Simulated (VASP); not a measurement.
Here is a VASP 6.6.1 calculation.

File INCAR:

```
SYSTEM = AlSi36H17Cl3
PREC = Accurate
ENCUT = 520
EDIFF = 1E-6
ISMEAR = 0
SIGMA = 0.02
LREAL = Auto
LASPH = .TRUE.
NELM = 150
ALGO = Normal
ISIF = 2
LWAVE = .FALSE.
LCHARG = .FALSE.
ISPIN = 2
MAGMOM = 0 0 0 0 0 0 0 0 0 0 0 0 0 0 0 0 0 0 0 0 0 0 0 0 0 0 0 0 0 0 0 0 0 0 0 0 0 0 0 0 0 0 0 0 0 0 0 0 0 0 0 0 0 0 0 0 0
LORBIT = 11
GGA = PE
NBANDS = 130
```

Contents of KPOINTS:

```
Automatic mesh
0
G
  1 1 1
  0 0 0
```

File POSCAR:

```
AlSi36H17Cl3
1.0
   11.5187690000      0.0000000000      0.0000000000
    5.7593850000      9.9755470000      0.0000000000
    0.0000000000      0.0000000000     19.8687650000
H Si Al Cl
17 36 1 3
Direct
    0.1111111263      0.1111111000      0.0503302545
    0.4444444886      0.1111111000      0.0503302545
    0.7777778509      0.1111111000      0.0503302545
    0.1111111430      0.4444443999      0.0503302545
    0.4444444185      0.4444443999      0.0503302545
    0.7777777808      0.4444443999      0.0503302545
    0.1111111096      0.7777778001      0.0503302545
    0.4444444719      0.7777778001      0.0503302545
    0.7777777473      0.7777778001      0.0503302545
    0.3410536054     -0.0010299185      0.3965557497
    0.6629873095      0.0000419025      0.3971043495
    0.0004374687      0.3360893393      0.3971972088
    0.3333410080      0.3332991163      0.3970923709
    0.6601960807      0.3404101048      0.3966594803
   -0.0009382557      0.6596571597      0.3966539440
    0.3363409673      0.6631777686      0.3972367684
    0.6666321503      0.6666266020      0.3957346116
    0.1111111263      0.1111111000      0.1258256364
    0.4444444886      0.1111111000      0.1258256364
    0.7777778509      0.1111111000      0.1258256364
    0.1111111430      0.4444443999      0.1258256364
    0.4444444185      0.4444443999      0.1258256364
    0.7777777808      0.4444443999      0.1258256364
    0.1111111096      0.7777778001      0.1258256364
    0.4444444719      0.7777778001      0.1258256364
    0.7777777473      0.7777778001      0.1258256364
   -0.1107424205      0.2207423813      0.1661145522
    0.2223448621      0.2213100695      0.1647841222
    0.5557043873      0.2211974942      0.1647957485
   -0.1112867954      0.5544433804      0.1639344469
    0.2223979563      0.5546247238      0.1648236818
    0.5555902009      0.5549863080      0.1639922763
   -0.1106802822      0.8879806792      0.1661740929
    0.2220153222      0.8880152637      0.1661320168
    0.5561550186      0.8875513293      0.1638673063
   -0.1089946990      0.2187153246      0.2847136699
    0.2222342140      0.2233117643      0.2828414851
    0.5558525590      0.2238448679      0.2828504942
   -0.1111759914      0.5561089532      0.2813666577
    0.2213160671      0.5578271547      0.2828817996
    0.5545372169      0.5578025947      0.2814401398
   -0.1085230187      0.8926598211      0.2848345129
    0.2171847840      0.8936934486      0.2847483978
    0.5561716913      0.8905903606      0.2812778751
    0.0003929527     -0.0007456233      0.3336947717
    0.3350994489     -0.0011438972      0.3213966746
    0.6677543588     -0.0006443757      0.3217050984
   -0.0002086838      0.3326049188      0.3217922201
    0.3334156502      0.3335566461      0.3216104776
    0.6665619980      0.3345729312      0.3215087098
   -0.0012578723      0.6662933872      0.3215096157
    0.3328997199      0.6677739075      0.3218381213
    0.6666551866      0.6667972192      0.3202166315
    1.0002287709     -0.0005879377      0.4601878879
    1.0518317612     -0.1993789413      0.4917001132
    1.1474060011      0.0510034187      0.4917080151
    0.8014403818      0.1466157194      0.4916785215
```

Potentials or basis: VASP PAW PBE potentials, release 64 (H, Si, Al, Cl).

Command:

```sh
$ cat potpaw_PBE.64/H/POTCAR potpaw_PBE.64/Si/POTCAR potpaw_PBE.64/Al/POTCAR potpaw_PBE.64/Cl/POTCAR > POTCAR
$ mpirun -np 1 vasp_gam > vasp.out
```

Question: Estimate the largest force.

Answer: 0.149 eV/Å.

Question: Estimate the net moment.

Answer: -1.00 μB per cell.

Question: Predict the site moments.

Answer: H +0.00; Si -0.01, -0.02 (each value once); Al +0.00; Cl +0.00 μB.

Forces on the atoms (eV/Å):
```
H   -0.001  0.003 -0.025
H    0.002  0.018 -0.033
H    0.006  0.002 -0.025
H    0.016 -0.001 -0.033
H   -0.010 -0.002 -0.032
H   -0.010 -0.024 -0.042
H    0.004  0.007 -0.024
H   -0.019  0.022 -0.043
H    0.035  0.007 -0.043
H    0.005 -0.003 -0.012
H    0.002  0.000 -0.011
H   -0.001 -0.001 -0.011
H    0.000  0.001 -0.006
H    0.002  0.007 -0.012
H   -0.006  0.000 -0.013
H    0.001  0.004 -0.011
H    0.000  0.001 -0.006
Si  -0.062 -0.042  0.115
Si  -0.009  0.000  0.004
Si   0.048 -0.048  0.115
Si   0.003 -0.015  0.007
Si  -0.020 -0.017  0.009
Si  -0.035 -0.117  0.007
Si  -0.009  0.069  0.110
Si  -0.093  0.070  0.012
Si   0.105  0.031  0.014
Si   0.005  0.020 -0.006
Si   0.001 -0.006 -0.004
Si   0.018  0.003 -0.004
Si   0.025  0.012 -0.004
Si   0.001  0.012 -0.005
Si   0.006 -0.010 -0.005
Si  -0.008 -0.005 -0.006
Si   0.023 -0.002 -0.006
Si  -0.005  0.015 -0.003
Si  -0.011 -0.001 -0.010
Si  -0.008  0.002 -0.002
Si  -0.011 -0.004 -0.003
Si  -0.016 -0.001  0.012
Si  -0.002  0.002 -0.002
Si  -0.007  0.005  0.011
Si   0.004  0.007 -0.010
Si  -0.015  0.006 -0.011
Si  -0.003 -0.001  0.011
Si   0.005  0.000 -0.146
Si  -0.001  0.000 -0.001
Si   0.002  0.001  0.008
Si   0.007 -0.002  0.009
Si   0.003 -0.004  0.006
Si   0.006 -0.009 -0.002
Si   0.012 -0.001 -0.004
Si   0.002 -0.007  0.007
Si   0.007 -0.007  0.013
Al   0.002  0.002  0.149
Cl   0.056  0.034 -0.001
Cl  -0.056  0.030 -0.001
Cl   0.002 -0.065 -0.001
```

Caveat: the k points lie up to 0.63 Å⁻¹ apart; there is no dipole correction, which matters where the two faces differ.
